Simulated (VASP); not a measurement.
**MgH2: relaxation of cell and atoms with PBE**

Crystal: MgH2.

```
Mg H
1.0
     0.00000    2.61013    2.61013
     2.61013    0.00000    2.61013
     2.61013    2.61013    0.00000
Mg H
1 2
Cartesian
  1.3051 1.3051 1.3051
  0.0000 0.0000 0.0000
  3.9152 3.9152 3.9152
```

* Program: VASP 6.6.1
* Task: relaxation of cell and atoms
* Functional: PBE
* Potentials or basis: VASP PAW PBE potentials, release 64 (Mg, H)
* Cutoff: 600 eV
* k mesh: 5 × 5 × 5
* Occupations: gaussian, width 0.15 eV
* Spin: no spin polarisation
* Dipole correction: no
* Further INCAR settings: ALGO = Normal; EDIFF = 1e-07; IBRION = 2; EDIFFG = -0.08; NSW = 36; ISIF = 3

| Property | Result |
| --- | --- |
| Relaxed volume | 8.60 Å³/atom |
| Relaxed cell | a = 3.316 Å, b = 3.316 Å, c = 3.316 Å, α = 60.00°, β = 60.00°, γ = 60.00° |
| Space group after relaxing (to 0.05 Å) | F-43m (No. 216) |
| Energy gained by relaxing | 149.8 meV/atom |
| Ionic steps | 5 |
| Pressure after relaxing | -0.9 GPa |
| Band gap on the k mesh | zero (band 2 reaches 6.08 eV, above the bottom of band 3 at 3.76 eV) |

The path:
| step | energy change (eV) | largest force (eV/Å) | pressure (GPa) | volume (Å³) |
| --- | --- | --- | --- | --- |
| 1 | 0.0000 | 0.0000 | -10.91 | 35.56 |
| 2 | -0.2492 | 0.0000 | -8.81 | 31.57 |
| 3 | -0.4311 | 0.0000 | -3.47 | 27.09 |
| 4 | -0.0538 | 0.0000 | 26.29 | 19.45 |
| 5 | -0.4493 | 0.0000 | -0.90 | 25.79 |

Final structure:
```
CELL_PARAMETERS angstrom
0.00000 2.34505 2.34505
2.34505 0.00000 2.34505
2.34505 2.34505 0.00000
ATOMIC_POSITIONS crystal
Mg 0.25000 0.25000 0.25000
H 0.00000 0.00000 0.00000
H 0.75000 0.75000 0.75000
```

Levels at points of the mesh, in eV from the Fermi level:
```tsv
k point	band 1	band 2	band 3	band 4	band 5	band 6
(0.00, 0.00, 0.00)	-10.92	2.32	7.77	9.58	9.58	9.58
```

It took 23 s on 1 thread of Intel(R) Xeon(R) Platinum 8488C (Sapphire Rapids), with other jobs on the host, peak memory 0.17 GiB.

Caveat: the k points lie up to 0.46 Å⁻¹ apart in the final cell; the volume moved by over 15 % at a fixed basis, so the end points are rough.
